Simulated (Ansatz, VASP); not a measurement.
Two plane-wave programs on Pt

File INCAR:

```
ALGO = Fast ; EDIFF = 1E-7
ENCUT = 520 ; GGA = CA
ISIF = 2 ; ISMEAR = 0
LASPH = T ; LCHARG = T
LELF = T ; LREAL = F
LVHAR = T ; LWAVE = F
NBANDS = 11 ; NELM = 100
PREC = Accurate ; SIGMA = 0.15
```

KPOINTS

```
k-points
0
Gamma
  22 22 22
```

Contents of POSCAR:

```
Pt
1.0
    0.0000000000      2.2876675061      1.5791768795
    2.2876675061      0.0000000000      1.5791768795
    2.2876675061      2.2876675061      0.0000000000
Pt
1
Direct
    0.0000000000      0.0000000000      0.0000000000
```

Input for Ansatz:

```yaml
crystal:
  lattice:
    - [0.0, 2.2876675061, 1.5791768795]
    - [2.2876675061, 0.0, 1.5791768795]
    - [2.2876675061, 2.2876675061, 0.0]
  atoms:
    - { symbol: Pt, position: [0.0, 0.0, 0.0] }
basis:
  ecutwfc: 420
kpoints:
  mp_grid: { grid: [22, 22, 22] }
hamiltonian:
  xc: lda
scf:
  occupations: { method: gaussian, width: 0.15 }
output:
  forces: true
  stress: true
  eigenvalues: true
```

Alike in both runs: task single point; functional LDA; k mesh 22 × 22 × 22; occupations gaussian, width 0.15 eV; no spin polarisation.

|  | VASP | Ansatz |
| --- | --- | --- |
| version | VASP 6.6.1 | Ansatz 0.2.0 |
| potentials or method | VASP PAW LDA potentials, release 64 (Pt), cutoff 520 eV | scalar-relativistic, plane waves, PAW |
| valence electrons in the cell | 10 | 18 |

Ansatz gave:

- gap on the k mesh at the Fermi level (eV): none
- pressure (GPa): -23.0
- traceless stress, the component that is largest in VASP (GPa): -1.50

Task: Estimate VASP's values.

Result: gap on the k mesh at the Fermi level (eV): none; pressure (GPa): -22.5; traceless stress, the component that is largest in VASP (GPa): -1.48.

LDA's correlation is that of Perdew and Zunger in VASP and of Perdew and Wang (1992) in Ansatz. A gap of «none» marks a metal or a gap that the smearing closes. VASP's potentials hold 10 valence electrons a cell and Ansatz's 18, so a difference there can come from the potentials and not from the codes.

Neither program's run includes spin-orbit coupling.
